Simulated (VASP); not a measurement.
**BaO: electric field gradients with PBE**

The system is BaO.

```
Ba O
1.0
    -0.02750    2.73625    2.73625
     2.73625   -0.02750    2.73625
     2.73625    2.73625   -0.02750
Ba O
1 1
Direct
  0.00000 0.00000 0.00000
  0.50000 0.50000 0.50000
```

This cell differs from its parent crystal: equal xy, yz and zx shear strains of -1 %.

| Quantity | Value |
| --- | --- |
| Program | VASP 6.6.1 |
| Task | electric field gradients |
| Functional | PBE |
| Potentials or basis | VASP PAW PBE potentials, release 64 (Ba_sv, O) |
| Cutoff | 520 eV |
| k mesh | 8 × 8 × 8 |
| Occupations | fermi-dirac, width 0.02 eV |
| Spin | no spin polarisation |
| Dipole correction | no |
| Further INCAR settings | ALGO = Normal; EDIFF = 1e-08; NBANDS = 15 |

- Pressure: 4.9 GPa
- Band gap on the k mesh: 1.90 eV
- Largest electric field gradient by atom: Ba +14.3; O -0.4 V/Å²

Stress tensor (GPa, compression positive):
```
4.87 0.34 0.34
0.34 4.87 0.34
0.34 0.34 4.87
```

Levels at points of the mesh, in eV from the valence-band top:
| k point | band 4 | band 5 | band 6 | band 7 | band 8 | band 9 | band 10 | band 11 | band 12 | band 13 |
| --- | --- | --- | --- | --- | --- | --- | --- | --- | --- | --- |
| (0.00, 0.00, 0.00) | -10.40 | -10.37 | -0.40 | -0.40 | -0.39 | 3.63 | 4.60 | 4.60 | 4.79 | 6.99 |
| (0.50, 0.00, 0.00) | -10.50 | -10.50 | -2.08 | -1.59 | -1.53 | 4.93 | 7.09 | 7.30 | 8.28 | 10.62 |
| (0.50, 0.50, 0.00) | -11.03 | -10.99 | -0.19 | -0.19 | 0.00 | 1.90 | 6.05 | 8.97 | 9.53 | 9.84 |
| (0.50, 0.50, 0.50) | -10.53 | -10.53 | -2.10 | -1.62 | -1.62 | 4.97 | 7.28 | 7.28 | 8.35 | 10.66 |

Electric field gradients, principal values (V/Å²):
```
atom   least  middle  greatest (by size)
1 Ba  -7.143  -7.143              14.286
 2 O   0.207   0.207              -0.414
```

Run time: 47 s on 1 thread of Intel(R) Xeon(R) Platinum 8375C CPU @ 2.90GHz (Ice Lake), with other jobs on the host, peak memory 0.19 GiB.

Caveat: the cell differs from its parent crystal (equal xy, yz and zx shear strains of -1 %); the cell stands under pressure; without QUAD_EFG the Cq values of the log hold for a quadrupole moment of 1 mb, not for the nuclei; spin-orbit coupling is left out, which moves the levels of the heavy elements. A k mesh can miss the band edges.
